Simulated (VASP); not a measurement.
Input of a VASP 6.6.1 run:

File INCAR:

```
SYSTEM = Sc4AlAs
PREC = Accurate ; ENCUT = 500
EDIFF = 1E-6 ; ISMEAR = 0
SIGMA = 0.1 ; LREAL = .FALSE.
LASPH = .TRUE. ; NELM = 200
ALGO = Normal ; ISIF = 2
LWAVE = .FALSE. ; LCHARG = .FALSE.
ISPIN = 2 ; MAGMOM = 1 1 1 1 0 0
LORBIT = 11 ; LMAXMIX = 4
GGA = PE ; NBANDS = 39
GGA_COMPAT = .FALSE.
```

File KPOINTS:

```
regular mesh
0
G
  4 4 4
  0 0 0
```

Contents of POSCAR:

```
Sc4AlAs
1.0
    0.0000000000      4.0357211031      4.0357211031
    4.0357211031      0.0000000000      4.0357211031
    4.0357211031      4.0357211031      0.0000000000
Sc Al As
4 1 1
Direct
    0.6243057801      0.6243057801      0.1270826596
    0.6243057801      0.1270826596      0.6243057801
    0.1270826596      0.6243057801      0.6243057801
    0.6243057801      0.6243057801      0.6243057801
    0.2500000000      0.2500000000      0.2500000000
    0.0000000000      0.0000000000      0.0000000000
```

Potentials or basis: VASP PAW PBE potentials, release 64 (Sc_sv, Al, As).

Launch:

```console
$ cat potpaw_PBE.64/Sc_sv/POTCAR potpaw_PBE.64/Al/POTCAR potpaw_PBE.64/As/POTCAR > POTCAR
$ mpirun -np 1 vasp_std > vasp.out
```

**Question.** Estimate the band gap on the k mesh.

**Answer.** Zero (filled and empty bands overlap).

**Question.** What does it give for the pressure?

**Answer.** 0.3 GPa.

Forces in eV/Å, atoms in the order of the input:
```
Sc   0.010  0.010 -0.010
Sc   0.010 -0.010  0.010
Sc  -0.010  0.010  0.010
Sc  -0.010 -0.010 -0.010
Al   0.000  0.000  0.000
As   0.000  0.000  0.000
```
